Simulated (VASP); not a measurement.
# Sb (R-3m) in VASP: further runs

The runs below take Sb through single point, with PBE exchange alone.

All numbers are computed with VASP 6.6.1; they aren't measurements. Logs are shortened: lines on timing, memory, paths and dates and some standing lists are left out, and cuts for length are marked.

### 1 The cell of the first run

Symmetry: R-3m, No. 166, trigonal system. The conventional cell has a = 4.308 Å, b = 4.308 Å, c = 11.274 Å, α = 90.00°, β = 90.00°, γ = 120.00°. Sb (site symmetry 3m) has 6 Sb at 2.91 to 3.35 Å within 3.8 Å.

### 2 Single point, PBE exchange alone

Input file INCAR:

```
SYSTEM = Sb
AGGAC = 0.0
ALDAC = 0.0
ALGO = Normal
EDIFF = 1E-6
ENCUT = 520
GGA = PE
ISIF = 2
ISMEAR = -1
LASPH = .True.
LCHARG = .False.
LREAL = .False.
LWAVE = .False.
NBANDS = 12
NELM = 80
PREC = Accurate
SIGMA = 0.1
```

Input file KPOINTS:

```
k-points
0
Gamma
  8 8 8
  0 0 0
```

Input file POSCAR:

```
Sb
1.0
    2.1542000000      1.2437279499      3.7580000000
   -2.1542000000      1.2437279499      3.7580000000
    0.0000000000     -2.4874558998      3.7580000000
Sb
2
Direct
    0.7665100000      0.7665100000      0.7665100000
    0.2334900000      0.2334900000      0.2334900000
```

Potentials or basis: VASP PAW PBE potentials, release 64 (Sb).

The run is started by

```
cat potpaw_PBE.64/Sb/POTCAR > POTCAR
mpirun -np 1 vasp_std > vasp.out
```

OUTCAR:

```text
SYSTEM = Sb
   EDIFF = 1E-6
   ENCUT = 520
   GGA = PE
   ISIF = 2
   ISMEAR = -1
   LASPH = .True.
   LREAL = .False.
   NELM = 80
   PREC = Accurate

 ion  position               nearest neighbor table
   1  0.767  0.767  0.767-   2 2.91   2 2.91   2 2.91   2 3.35   2 3.35   2 3.35
   2  0.233  0.233  0.233-   1 2.91   1 2.91   1 2.91   1 3.35   1 3.35   1 3.35

  LATTYP: Found a trigonal (rhomboedric) cell.
 ALAT       =     4.5066618304
 COS(alpha) =     0.5430253624

  Lattice vectors:

 A1 = (   2.1542000000,   1.2437279499,   3.7580000000)
 A2 = (  -2.1542000000,   1.2437279499,   3.7580000000)
 A3 = (   0.0000000000,  -2.4874558998,   3.7580000000)

Analysis of symmetry for initial positions (statically):
=====================================================================
 Subroutine PRICEL returns:
 Original cell was already a primitive cell.

 Routine SETGRP: Setting up the symmetry group for a
 trigonal (rhombohedral) supercell.

 Subroutine GETGRP returns: Found 12 space group operations
 (whereof 12 operations were pure point group operations)
 out of a pool of 12 trial point group operations.

The static configuration has the point symmetry D_3d.

Analysis of symmetry for dynamics (positions and initial velocities):
=====================================================================
 Subroutine PRICEL returns:
 Original cell was already a primitive cell.

 Routine SETGRP: Setting up the symmetry group for a
 trigonal (rhombohedral) supercell.

 Subroutine GETGRP returns: Found 12 space group operations
 (whereof 12 operations were pure point group operations)
 out of a pool of 12 trial point group operations.

The dynamic configuration has the point symmetry D_3d.

 Subroutine INISYM returns: Found 12 space group operations
 (whereof 12 operations are pure point group operations),
 and found     1 'primitive' translations

----------------------------------------------------------------------------------------

                                     Primitive cell

  volume of cell :      60.4115

  direct lattice vectors                    reciprocal lattice vectors
     2.154200000  1.243727950  3.758000000     0.232104726  0.134005726  0.088699663
    -2.154200000  1.243727950  3.758000000    -0.232104726  0.134005726  0.088699663
     0.000000000 -2.487455900  3.758000000     0.000000000 -0.268011452  0.088699663

  length of vectors
[... 85 lines left out ...]
   NSW    =      0    number of steps for IOM
   IBRION =     -1    ionic relax: 0-MD 1-quasi-New 2-CG
   NFREE  =      0    steps in history (QN), initial steepest desc. (CG)
   ISIF   =      2    stress and relaxation
   ISYM   =      2    0-nonsym 1-usesym 2-fastsym
   POTIM  = 0.5000    time-step for ionic-motion
   TEBEG  =    0.0;   TEEND  =   0.0 temperature during run
   PSTRESS=    0.0 pullay stress
   NELECT =      10.0000    total number of electrons
   NUPDOWN=      -1.0000    fix difference up-down
   EMIN   =  10.00;   EMAX   =-10.00  energy-range for DOS
   EFERMI =   0.00;   METHOD = LEGACY
   ISMEAR =    -1;   SIGMA  =   0.10  broadening in eV -4-tet -1-fermi 0-gaus
   EFERMI_NEDOS =   21; number of points for ismear=-14 and -15
   IALGO  =     38    algorithm
   IMIX   =      4    mixing-type and parameters
     AMIX     =   0.40;   BMIX     =  1.00
     AMIX_MAG =   1.60;   BMIX_MAG =  1.00
  volume/ion in A,a.u.               =      30.21       203.84
  Fermi-wavevector in a.u.,A,eV,Ry     =   0.898880  1.698637 10.993305  0.807985
  Thomas-Fermi vector in A             =   2.021644
   LORBIT       =      0    0 simple, 1 ext, 2 COOP (PROOUT), +10 PAW based schemes
   GGA     = PE    functional components
   LHFCALC =     F    Hartree Fock is set to
   AEXX    =    0.0000 exact exchange contribution
   IVDW    =     0    specifies the selected vdW correction
   LEPSILON=     F    determine dielectric tensor
   LRPA    =     F    only Hartree local field effects (RPA)
 non-spin polarized calculation
  energy-cutoff  :      520.00
  volume of cell :       60.41
 maximum number of plane-waves:      1638
 NGX is ok and might be reduce to    36
   NGX = 17   NGY = 17   NGZ = 17

 number of electron      10.0000000 magnetization

 Free energy of the ion-electron system (eV)
  ---------------------------------------------------
  ext. energy  EPLUGINS =         0.00000000
  ---------------------------------------------------
  free energy    TOTEN  =        -5.22350850 eV

  energy without entropy =       -5.21243970  energy(sigma->0) =       -5.21797410

 E-fermi :   8.8711     XC(G=0):  -7.8657

 val. band max:        8.6812231265   @ k =   0.5000  -0.0000   0.0000
 cond. band min:       8.8949115167   @ k =   0.3750   0.2500   0.2500
 fundamental gap:      0.2136883902
 Fermi energy:         8.8710989580

 k-point     1 :       0.0000    0.0000    0.0000
  band No.  band energies     occupation
      1      -3.9202      2.00000
      2       3.9285      2.00000
      3       6.7181      2.00000
      4       6.9700      2.00000
      5       6.9700      2.00000
      6      10.8842      0.00000
      7      11.4722      0.00000
      8      11.4722      0.00000
      9      14.0708      0.00000
     10      14.0708      0.00000
     11      14.2264      0.00000
     12      15.8079      0.00000
[... 331 lines left out ...]
 k-point    24 :       0.3750    0.1250    0.1250
  band No.  band energies     occupation
      1      -2.9300      2.00000
      2       1.2203      2.00000
      3       5.4614      2.00000
      4       7.2525      2.00000
      5       8.9551      0.60306
      6       8.9745      0.52442
      7       9.4711      0.00495
      8      11.8444      0.00000
      9      14.0461      0.00000
     10      14.9404      0.00000
     11      16.1867      0.00000
     12      17.9432      0.00000

 [... further k-points ...]
[... 5 lines left out ...]
  --------------------------------------------------------------------------------------
  -------------------------------------------------------------------------------------
  Total        4.8263040      4.8263040      4.5936250      0.0000000      0.0000000      0.0000000
  in kB      127.9987743    127.9987743    121.8278769      0.0000000      0.0000000      0.0000000
  external PRESSURE =     125.9418085 kB  Pullay stress =       0.0000000 kB

 VOLUME and BASIS-vectors are now :
 -----------------------------------------------------------------------------
  energy-cutoff  :      520.00
  volume of cell :       60.41
      direct lattice vectors                 reciprocal lattice vectors
     2.154200000  1.243727950  3.758000000     0.232104726  0.134005726  0.088699663
    -2.154200000  1.243727950  3.758000000    -0.232104726  0.134005726  0.088699663
     0.000000000 -2.487455900  3.758000000     0.000000000 -0.268011452  0.088699663

 POSITION                                       TOTAL-FORCE (eV/Angst)
 -----------------------------------------------------------------------------------
      0.00000      0.00000      8.64163         0.000000      0.000000     -0.380046
      0.00000      0.00000      2.63237         0.000000      0.000000      0.380046
 -----------------------------------------------------------------------------------
    total drift:                                0.000000     -0.000000     -0.000000

  FREE ENERGIE OF THE ION-ELECTRON SYSTEM (eV)
  ---------------------------------------------------
  free  energy   TOTEN  =        -5.2235085049 eV

  energy  without entropy=       -5.2124397012  energy(sigma->0) =       -5.21797410
```

OSZICAR:

```text
N       E                     dE             d eps       ncg     rms          rms(c)
DAV:   1     0.392549001492E+02    0.39255E+02   -0.36321E+03  1560   0.662E+02
DAV:   2    -0.319655149930E+01   -0.42451E+02   -0.40857E+02  2084   0.108E+02
DAV:   3    -0.519094550608E+01   -0.19944E+01   -0.19846E+01  1948   0.262E+01
DAV:   4    -0.520878192091E+01   -0.17836E-01   -0.17835E-01  1796   0.297E+00
DAV:   5    -0.520901750592E+01   -0.23559E-03   -0.23558E-03  1944   0.372E-01    0.312E+00
DAV:   6    -0.521505229706E+01   -0.60348E-02   -0.78808E-03  1748   0.579E-01    0.191E+00
DAV:   7    -0.522303749254E+01   -0.79852E-02   -0.19112E-02  1724   0.907E-01    0.102E-01
DAV:   8    -0.522342899634E+01   -0.39150E-03   -0.68090E-04  1932   0.176E-01    0.456E-02
DAV:   9    -0.522350700654E+01   -0.78010E-04   -0.13305E-04  1772   0.818E-02    0.867E-03
DAV:  10    -0.522350811260E+01   -0.11061E-05   -0.11200E-05  1936   0.189E-02    0.450E-03
DAV:  11    -0.522350850489E+01   -0.39228E-06   -0.18798E-06  1792   0.917E-03
   1 F= -.52235085E+01 E0= -.52179741E+01  d E =-.110688E-01
```

stdout:

```text
POSCAR found type information on POSCAR Sb
 POSCAR found :  1 types and       2 ions
 scaLAPACK will be used
 LDA part: xc-table for (Slater+PW92), standard interpolation
 POSCAR, INCAR and KPOINTS ok, starting setup
 FFT: planning ... GRIDC
 FFT: planning ... GRID_SOFT
 FFT: planning ... GRID
 WAVECAR not read
 entering main loop
```

Wall time 55 s (1 thread of Intel Xeon 8259CL, shared host); peak memory 0.22 GiB.

Results:

```
Free energy            : -5.2235 eV
Pressure               : 12.6 GPa
Largest force          : 0.380 eV/Å
Band gap on the k mesh : zero (band 5 reaches 8.96 eV, above the bottom of band 6 at 8.68 eV)
```

Forces in eV/Å, atoms in the order of the input:
```
Sb   0.000  0.000 -0.380
Sb   0.000  0.000  0.380
```

Levels at points of the mesh, in eV from the Fermi level:
```
           k point  band 1  band 2  band 3  band 4  band 5  band 6  band 7  band 8  band 9  band 10
(0.00, 0.00, 0.00)  -12.79   -4.94   -2.15   -1.90   -1.90    2.01    2.60    2.60    5.20     5.20
(0.50, 0.00, 0.00)  -10.46   -9.72   -2.02   -1.90   -0.36   -0.19    0.22    0.45    7.77     8.28
(0.50, 0.50, 0.00)  -10.46   -8.11   -5.44   -3.80   -3.72    1.70    4.80    5.46    6.79     8.75
(0.50, 0.50, 0.50)  -11.28   -9.05   -1.39   -1.39   -0.48    0.07    0.07    1.12    7.17     8.70
```

Caveat: spin-orbit coupling is left out, which moves the levels of the heavy elements.

### 3 Single point, PBE exchange alone

Input file INCAR:

```
PREC = Accurate
ENCUT = 500
EDIFF = 1E-6
ISMEAR = -1
SIGMA = 0.05
LREAL = False
LASPH = True
NELM = 120
ALGO = Normal
ISIF = 2
LWAVE = False
LCHARG = True
GGA = PE
ALDAC = 0.0
AGGAC = 0.0
LELF = True
LVHAR = True
NBANDS = 22
GGA_COMPAT = False
```

Input file KPOINTS:

```
Automatic mesh
0
Gamma
  8 8 8
```

POSCAR is that of step 2.

Potentials or basis: VASP PAW PBE potentials, release 64 (Sb_d_GW).

The run is started by

```
cat potpaw_PBE.64/Sb_d_GW/POTCAR > POTCAR
mpirun -np 1 vasp_std > vasp.out
```

Run time: 90 s. Hardware: 1 thread of Intel Xeon Platinum 8375C at 2.90GHz (Ice Lake), shared host; peak memory 0.26 GiB.

Results (log left out):

```
Free energy            : -5.2678 eV
Pressure               : 12.3 GPa
Largest force          : 0.298 eV/Å
Band gap on the k mesh : zero (band 15 reaches 7.01 eV, above the bottom of band 16 at 6.76 eV)
```

Forces in eV/Å, atoms in the order of the input:
```
Sb   0.000  0.000 -0.298
Sb   0.000  0.000  0.298
```

Stress tensor (GPa, compression positive):
```
12.52  0.00  0.00
 0.00 12.52  0.00
 0.00  0.00 11.91
```

Levels at points of the mesh, in eV from the Fermi level:
| k point | band 13 | band 14 | band 15 | band 16 | band 17 | band 18 |
| --- | --- | --- | --- | --- | --- | --- |
| (0.00, 0.00, 0.00) | -2.20 | -1.95 | -1.95 | 1.99 | 2.55 | 2.55 |
| (0.50, 0.00, 0.00) | -2.05 | -1.95 | -0.43 | -0.23 | 0.16 | 0.39 |
| (0.50, 0.50, 0.00) | -5.49 | -3.85 | -3.76 | 1.68 | 4.73 | 5.39 |
| (0.50, 0.50, 0.50) | -1.43 | -1.43 | -0.51 | 0.01 | 0.01 | 1.02 |

Caveat: spin-orbit coupling is left out, which moves the levels of the heavy elements.
